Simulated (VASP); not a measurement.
# Ge (Im-3m) in VASP: single point with HSE06

Aim: the single point of Ge with HSE06.

All numbers are computed with VASP 6.6.1; they aren't measurements. Logs are shortened: lines on timing, memory, paths and dates and some standing lists are left out, and cuts for length are marked.

## (1) The cell of the first run

Symmetry: Im-3m, No. 229, cubic system. The conventional cell has a = 3.382 Å, b = 3.382 Å, c = 3.382 Å, α = 90.00°, β = 90.00°, γ = 90.00°. Within 3.9 Å of Ge (site symmetry m-3m) lie 14 Ge at 2.93 to 3.38 Å.

This isn't the form of Ge at room conditions, which is diamond.

## (2) Single point, HSE06

Input file POSCAR:

```
Ge
1.0
   -1.6907859153      1.6907859153      1.6907859153
    1.6907859153     -1.6907859153      1.6907859153
    1.6907859153      1.6907859153     -1.6907859153
Ge
1
Direct
    0.0000000000      0.0000000000      0.0000000000
```

Input file INCAR.step1:

```
PREC = Accurate
ENCUT = 520
EDIFF = 1E-5
ISMEAR = -1
SIGMA = 0.1
LREAL = False
LASPH = True
NELM = 60
ALGO = Normal
ISIF = 2
LWAVE = True
LCHARG = False
GGA = PE
NBANDS = 13
```

Input file INCAR.step2:

```
PREC = Accurate
ENCUT = 520
EDIFF = 1E-7
ISMEAR = -1
SIGMA = 0.1
LREAL = False
LASPH = True
NELM = 60
ALGO = Normal
ISIF = 2
LWAVE = False
LCHARG = False
GGA = PE
LHFCALC = True
HFSCREEN = 0.2079
PRECFOCK = Normal
ISTART = 1
NBANDS = 13
```

Input file KPOINTS:

```
regular mesh
0
Gamma
  7 7 7
```

Potentials or basis: VASP PAW PBE potentials, release 64 (Ge_d).

Launch:

```console
cat potpaw_PBE.64/Ge_d/POTCAR > POTCAR
cp INCAR.step1 INCAR
mpirun -np 1 vasp_std > vasp.out
cp INCAR.step2 INCAR
mpirun -np 1 vasp_std > vasp.out
```

OUTCAR:

```text
PREC = Accurate
   ENCUT = 520
   EDIFF = 1E-7
   ISMEAR = -1
   LREAL = False
   LASPH = True
   NELM = 60
   ISIF = 2
   GGA = PE
   LHFCALC = True
   HFSCREEN = 0.2079
   PRECFOCK = Normal
   ISTART = 1

 ion  position               nearest neighbor table
   1  0.000  0.000  0.000-

  LATTYP: Found a body centered cubic cell.
 ALAT       =     3.3815718306

  Lattice vectors:

 A1 = (  -1.6907859153,   1.6907859153,   1.6907859153)
 A2 = (   1.6907859153,  -1.6907859153,   1.6907859153)
 A3 = (   1.6907859153,   1.6907859153,  -1.6907859153)

Analysis of symmetry for initial positions (statically):
=====================================================================
 Subroutine PRICEL returns:
 Original cell was already a primitive cell.

 Routine SETGRP: Setting up the symmetry group for a
 body centered cubic supercell.

 Subroutine GETGRP returns: Found 48 space group operations
 (whereof 48 operations were pure point group operations)
 out of a pool of 48 trial point group operations.

The static configuration has the point symmetry O_h .

Analysis of symmetry for dynamics (positions and initial velocities):
=====================================================================
 Subroutine PRICEL returns:
 Original cell was already a primitive cell.

 Routine SETGRP: Setting up the symmetry group for a
 body centered cubic supercell.

 Subroutine GETGRP returns: Found 48 space group operations
 (whereof 48 operations were pure point group operations)
 out of a pool of 48 trial point group operations.

The dynamic configuration has the point symmetry O_h .

 Subroutine INISYM returns: Found 48 space group operations
 (whereof 48 operations are pure point group operations),
 and found     1 'primitive' translations

----------------------------------------------------------------------------------------

                                     Primitive cell

  volume of cell :      19.3342

  direct lattice vectors                    reciprocal lattice vectors
    -1.690785915  1.690785915  1.690785915     0.000000000  0.295720467  0.295720467
     1.690785915 -1.690785915  1.690785915     0.295720467  0.000000000  0.295720467
     1.690785915  1.690785915 -1.690785915     0.295720467  0.295720467  0.000000000

  length of vectors
     2.928527110  2.928527110  2.928527110     0.418211895  0.418211895  0.418211895

  position of ions in fractional coordinates (direct lattice)
     0.000000000  0.000000000  0.000000000

  ion indices of the primitive-cell ions
   primitive index   ion index
                 1           1

----------------------------------------------------------------------------------------

 KPOINTS: regular mesh

Automatic generation of k-mesh.
 Grid dimensions read from file:
 generate k-points for:    7    7    7

 Generating k-lattice:

  Cartesian coordinates                     Fractional coordinates (reciprocal lattice)
     0.000000000  0.042245781  0.042245781     0.142857143  0.000000000  0.000000000
     0.042245781  0.000000000  0.042245781     0.000000000  0.142857143  0.000000000
     0.042245781  0.042245781  0.000000000     0.000000000  0.000000000  0.142857143

  Length of vectors
     0.059744556  0.059744556  0.059744556

  Shift w.r.t. Gamma in fractional coordinates (k-lattice)
     0.000000000  0.000000000  0.000000000

 Subroutine IBZKPT returns following result:
 ===========================================

 Found     20 irreducible k-points:

 Following reciprocal coordinates:
            Coordinates               Weight
  0.000000  0.000000  0.000000      1.000000
  0.142857  0.000000  0.000000     12.000000
  0.285714  0.000000  0.000000     12.000000
  0.428571  0.000000  0.000000     12.000000
  0.142857  0.142857  0.000000     24.000000
  0.285714  0.142857  0.000000     48.000000
[... 12 lines left out ...]
 -0.428571 -0.428571  0.285714      8.000000
 -0.428571  0.428571  0.428571      6.000000
   k-points           NKPTS =     20   k-points in BZ     NKDIM =    343   number of bands    NBANDS=     13
   number of dos      NEDOS =    301   number of ions     NIONS =      1
   total plane-waves  NPLWV =  13824
   dimension x,y,z NGX =    24 NGY =   24 NGZ =   24
   dimension x,y,z NGXF=    48 NGYF=   48 NGZF=   48
   ions per type =               1
   NGX,Y,Z   is equivalent  to a cutoff of  13.62, 13.62, 13.62 a.u.
   NGXF,Y,Z  is equivalent  to a cutoff of  27.25, 27.25, 27.25 a.u.
 SYSTEM =  unknown system
   PREC   = accura    normal or accurate (medium, high low for compatibility)
   ISTART =      1    job   : 0-new  1-cont  2-samecut
   ICHARG =      0    charge: 1-file 2-atom 10-const
   ISPIN  =      1    spin polarized calculation?
   LNONCOLLINEAR =      F non collinear calculations
   LSORBIT =      F    spin-orbit coupling
   LASPH  =      T    aspherical Exc in radial PAW
   ENCUT  =  520.0 eV  38.22 Ry    6.18 a.u.   5.45  5.45  5.45*2*pi/ulx,y,z
   NELM   =     60;   NELMIN=  2; NELMDL=  0     # of ELM steps
   EDIFF  = 0.1E-06   stopping-criterion for ELM
   LREAL  =      F    real-space projection
   EDIFFG = 0.1E-05   stopping-criterion for IOM
   NSW    =      0    number of steps for IOM
   IBRION =     -1    ionic relax: 0-MD 1-quasi-New 2-CG
   NFREE  =      0    steps in history (QN), initial steepest desc. (CG)
   ISIF   =      2    stress and relaxation
   ISYM   =      3    0-nonsym 1-usesym 2-fastsym
   POTIM  = 0.5000    time-step for ionic-motion
   TEBEG  =    0.0;   TEEND  =   0.0 temperature during run
   PSTRESS=    0.0 pullay stress
   NELECT =      14.0000    total number of electrons
   NUPDOWN=      -1.0000    fix difference up-down
   EMIN   =  10.00;   EMAX   =-10.00  energy-range for DOS
   EFERMI =   0.00;   METHOD = LEGACY
   ISMEAR =    -1;   SIGMA  =   0.10  broadening in eV -4-tet -1-fermi 0-gaus
   EFERMI_NEDOS =   21; number of points for ismear=-14 and -15
   IALGO  =     38    algorithm
   IMIX   =      1    mixing-type and parameters
     AMIX     =   0.40;   BMIX     =  1.00
     AMIX_MAG =   1.60;   BMIX_MAG =  1.00
  volume/ion in A,a.u.               =      19.33       130.47
  Fermi-wavevector in a.u.,A,eV,Ry     =   1.470084  2.778056 29.404200  2.161148
  Thomas-Fermi vector in A             =   2.585384
   LORBIT       =      0    0 simple, 1 ext, 2 COOP (PROOUT), +10 PAW based schemes
   GGA     = PE    functional components
   LHFCALC =     T    Hartree Fock is set to
   PRECFOCK=normal    Normal, Fast or Accurate (Low or Medium for compatibility)
   ENCUT4O =  -1.0   cutoff for four orbital integrals eV
   NKREDX  =     1    reduce k-point grid by
   NKREDY  =     1    reduce k-point grid by
   NKREDZ  =     1    reduce k-point grid by
   AEXX    =    0.2500 exact exchange contribution
   HFSCREEN=    0.2079 screening length (either q_TF or 0.3 A-1)
   HFSCREENC=   0.2079 screening length for correlation (either q_TF or 0.3 A-1)
   ENCUTFOCK=  -1.0 apply spherical cutoff to Coloumb kernel
   IVDW    =     0    specifies the selected vdW correction
   LEPSILON=     F    determine dielectric tensor
   LRPA    =     F    only Hartree local field effects (RPA)
 non-spin polarized calculation
  energy-cutoff  :      520.00
  volume of cell :       19.33
 maximum number of plane-waves:       535
 NGX is ok and might be reduce to    24
  NGX = 18; NGY = 18; NGZ = 18

 number of electron      13.9999993 magnetization

 Free energy of the ion-electron system (eV)
  ---------------------------------------------------
  ext. energy  EPLUGINS =         0.00000000
  ---------------------------------------------------
  free energy    TOTEN  =        -4.88979012 eV

  energy without entropy =       -4.87196173  energy(sigma->0) =       -4.88087593

 E-fermi :   6.8339     XC(G=0):  -9.1932

 val. band max:        6.6507468961   @ k =   0.1429   0.1429   0.1429
 cond. band min:       6.9487587631   @ k =  -0.2857   0.4286   0.1429
 fundamental gap:      0.2980118670
 Fermi energy:         6.8339024947

 k-point     1 :       0.0000    0.0000    0.0000
  band No.  band energies     occupation
      1     -21.6958      2.00000
      2     -21.6958      2.00000
      3     -21.6958      2.00000
      4     -21.6162      2.00000
      5     -21.6162      2.00000
      6      -8.0730      2.00000
      7      16.4598      0.00000
      8      16.4598      0.00000
      9      16.4599      0.00000
     10      22.1570      0.00000
     11      22.1570      0.00000
     12      22.1570      0.00000
     13      24.2062      0.00000

 k-point     2 :       0.1429    0.0000    0.0000
  band No.  band energies     occupation
      1     -21.7010      2.00000
      2     -21.6894      2.00000
      3     -21.6725      2.00000
      4     -21.6216      2.00000
      5     -21.6171      2.00000
      6      -7.4854      2.00000
      7      12.8308      0.00000
      8      14.8108      0.00000
      9      15.9125      0.00000
     10      19.8021      0.00000
     11      19.9144      0.00000
     12      22.8539      0.00000
     13      23.8055      0.00000

 k-point     3 :       0.2857    0.0000    0.0000
  band No.  band energies     occupation
      1     -21.7125      2.00000
      2     -21.6827      2.00000
      3     -21.6272      2.00000
      4     -21.6196      2.00000
      5     -21.6189      2.00000
      6      -5.7241      2.00000
      7       7.0874      0.14693
      8      12.6961      0.00000
      9      14.7696      0.00000
     10      17.6878      0.00000
     11      17.8954      0.00000
     12      23.6845      0.00000
     13      25.3496      0.00000
[... 241 lines left out ...]
 k-point    19 :      -0.4286   -0.4286    0.2857
  band No.  band energies     occupation
      1     -21.6903      2.00000
      2     -21.6903      2.00000
      3     -21.6274      2.00000
      4     -21.5873      2.00000
      5     -21.5873      2.00000
      6       1.2857      2.00000
      7       4.4565      2.00000
      8       4.4565      2.00000
      9       9.9430      0.00000
     10      14.2951      0.00000
     11      14.2951      0.00000
     12      24.8044      0.00000
     13      31.6605      0.00000

 k-point    20 :      -0.4286    0.4286    0.4286
  band No.  band energies     occupation
      1     -21.7054      2.00000
      2     -21.7007      2.00000
      3     -21.5895      2.00000
      4     -21.5895      2.00000
      5     -21.5874      2.00000
      6       1.9157      2.00000
      7       6.2765      1.99244
      8       6.2766      1.99243
      9       6.2982      1.99061
     10      11.4566      0.00000
     11      13.2542      0.00000
     12      31.0967      0.00000
     13      31.1185      0.00000

------------------------ aborting loop because EDIFF is reached ----------------------------------------

  FORCE on cell =-STRESS in cart. coord.  units (eV):
  Direction    XX          YY          ZZ          XY          YZ          ZX
  --------------------------------------------------------------------------------------
  -------------------------------------------------------------------------------------
  Total       -0.2095470     -0.2095470     -0.2095470     -0.0000000      0.0000000     -0.0000000
  in kB      -17.3646580    -17.3646580    -17.3646580     -0.0000000      0.0000000     -0.0000000
  external PRESSURE =     -17.3646580 kB  Pullay stress =       0.0000000 kB

 VOLUME and BASIS-vectors are now :
 -----------------------------------------------------------------------------
  energy-cutoff  :      520.00
  volume of cell :       19.33
      direct lattice vectors                 reciprocal lattice vectors
    -1.690785915  1.690785915  1.690785915     0.000000000  0.295720467  0.295720467
     1.690785915 -1.690785915  1.690785915     0.295720467  0.000000000  0.295720467
     1.690785915  1.690785915 -1.690785915     0.295720467  0.295720467  0.000000000

 POSITION                                       TOTAL-FORCE (eV/Angst)
 -----------------------------------------------------------------------------------
      0.00000      0.00000      0.00000         0.000000      0.000000      0.000000
 -----------------------------------------------------------------------------------
    total drift:                               -0.000000      0.000000     -0.000000

  FREE ENERGIE OF THE ION-ELECTRON SYSTEM (eV)
  ---------------------------------------------------
  free  energy   TOTEN  =        -4.8897901194 eV

  energy  without entropy=       -4.8719617333  energy(sigma->0) =       -4.88087593
```

Wall time 48 min (1 thread of Intel Xeon 8259CL, shared host); peak memory 0.25 GiB.

Results:

```yaml
Free_energy: -4.8898 eV
Pressure: -1.7 GPa
Band_gap_on_the_k_mesh: zero (bands 7 and 8 overlap by 12.82 eV)
```

Levels at points of the mesh, in eV from the Fermi level:
```csv
k point,band 5,band 6,band 7,band 8,band 9,band 10
"(0.00, 0.00, 0.00)",-28.45,-14.91,9.63,9.63,9.63,15.32
```

Caveat: the k points lie up to 0.38 Å⁻¹ apart, too coarse for converged energies and pressures of a metal; the PAW data sets were made with another functional, which shifts forces and pressure a little.
